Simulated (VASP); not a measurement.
A run of VASP 6.6.1 is set up as follows.

Contents of INCAR:

```
SYSTEM = BaTiO3
ALGO = Normal ; EDIFF = 1E-6
ENCUT = 520 ; GGA = PS
ISIF = 2 ; ISMEAR = -1
LASPH = .True. ; LCHARG = .True.
LELF = .True. ; LREAL = .False.
LVHAR = .True. ; LWAVE = .False.
NBANDS = 28 ; NELM = 100
PREC = Accurate ; SIGMA = 0.08
```

File KPOINTS:

```
k-points
0
Gamma
  7 7 7
  0 0 0
```

The input POSCAR:

```
BaTiO3
1.0
    3.9998000000      0.0000000000      0.0000000000
    0.0000000000      3.9998000000      0.0000000000
    0.0000000000      0.0000000000      4.0581800000
Ba Ti O
1 1 3
Direct
    0.0000000000      0.0000000000      0.0000000000
    0.5000000000      0.5000000000      0.4820000000
    0.5000000000      0.5000000000      0.0160000000
    0.5000000000      0.0000000000      0.5150000000
    0.0000000000      0.5000000000      0.5150000000
```

Potentials or basis: VASP PAW PBE potentials, release 64 (Ba_sv, Ti_sv, O).

Run with:

```console
$ cat potpaw_PBE.64/Ba_sv/POTCAR potpaw_PBE.64/Ti_sv/POTCAR potpaw_PBE.64/O/POTCAR > POTCAR
$ mpirun -np 1 vasp_std > vasp.out
```

Task: What does it give for the largest force?

Result: 0.528 eV/Å.

Task: Estimate the pressure.

Result: -3.5 GPa.

Task: Predict the band gap on the k mesh.

Result: 1.81 eV (least direct gap 2.06 eV).

Forces on the atoms (eV/Å):
```
Ba   0.000  0.000 -0.098
Ti   0.000  0.000 -0.097
O    0.000  0.000  0.528
O    0.000  0.000 -0.167
O    0.000  0.000 -0.167
```

Caveat: the cell differs from its parent crystal (zz strain of +1 %); the cell stands under tension; the PAW data sets were made with another functional, which shifts forces and pressure a little; spin-orbit coupling is left out, which moves the levels of the heavy elements; an odd mesh through Γ misses points on the zone boundary, where band edges can lie.
